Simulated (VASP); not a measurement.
AlN, 4 atoms in the cell. The structure is hexagonal, space group P6_3mc (No. 186). Conventional cell: a = 3.111 Å, b = 3.111 Å, c = 4.978 Å, α = 90.00°, β = 90.00°, γ = 120.00°. Al (site symmetry 3m) has 4 N at 1.84 to 1.91 Å within 2.4 Å. Within 2.4 Å of N (site symmetry 3m) lie 4 Al at 1.84 to 1.91 Å.  This cell differs from its parent crystal: mode 7 (584.8 1/cm) frozen in, largest displacement -0.050 Å.

| Property | Result |
| --- | --- |
| Program | VASP 6.6.1 |
| Task | single point |
| Functional | PBE |
| Potentials or basis | VASP PAW PBE potentials, release 64 (Al, N) |
| Cutoff | 520 eV |
| k mesh | 12 × 12 × 6 |
| Occupations | gaussian, width 0.05 eV |
| Spin | no spin polarisation |
| Dipole correction | no |
| Further INCAR settings | ALGO = Normal; EDIFF = 1e-06; NBANDS = 16 |

Potentials or basis: VASP PAW PBE potentials, release 64 (Al, N).

The run is started by

```bash
$ cat potpaw_PBE.64/Al/POTCAR potpaw_PBE.64/N/POTCAR > POTCAR
$ mpirun -np 1 vasp_std > vasp.out
```

Hardware: 1 thread of Intel(R) Xeon(R) Platinum 8259CL CPU @ 2.50GHz (Skylake/Cascade Lake), with other jobs on the host.

Problem. How long does it take, and how much memory?

Solution. It took 33 s on 1 thread of Intel(R) Xeon(R) Platinum 8259CL CPU @ 2.50GHz (Skylake/Cascade Lake), on a shared host, peak memory 0.18 GiB. Counts: scf iterations 13, k points 76.
